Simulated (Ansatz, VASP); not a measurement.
**Two plane-wave programs on KZnF3**

```
CELL_PARAMETERS angstrom
4.05000 0.00000 0.00000
0.00000 4.05000 0.01519
0.00000 0.01519 4.05000
ATOMIC_POSITIONS crystal
K 0.00000 0.00000 0.00000
Zn 0.50000 0.50000 0.50000
F 0.50000 0.50000 0.00000
F 0.00000 0.50000 0.50000
F 0.50000 0.00000 0.50000
```

Change from the starting cell: strain +0.0075 x Voigt [0, 0, 0, 1, 0, 0], atoms carried along.

Alike in both runs: task single point; functional r2SCAN; k mesh 6 × 6 × 6; occupations gaussian, width 0.05 eV; no spin polarisation.

|  | VASP | Ansatz |
| --- | --- | --- |
| version | VASP 6.6.1 | Ansatz 0.2.0 |
| potentials or method | VASP PAW PBE potentials, release 64 (K_sv, Zn, F), cutoff 520 eV | scalar-relativistic, plane waves, PAW |
| valence electrons in the cell | 42 | 42 |

|  | VASP | Ansatz | Ansatz less VASP |
| --- | --- | --- | --- |
| gap on the k mesh at the Fermi level (eV) | 4.58 | 4.63 | +0.051 |
| least direct gap on the mesh (eV) | 6.55 | 6.57 | +0.024 |
| pressure (GPa) | 0.0 | -0.2 | -0.26 |
| traceless stress, the component that is largest in VASP (GPa) | -0.28 | -0.28 | +0.008 |

VASP's potentials were made for PBE, not for r2SCAN.
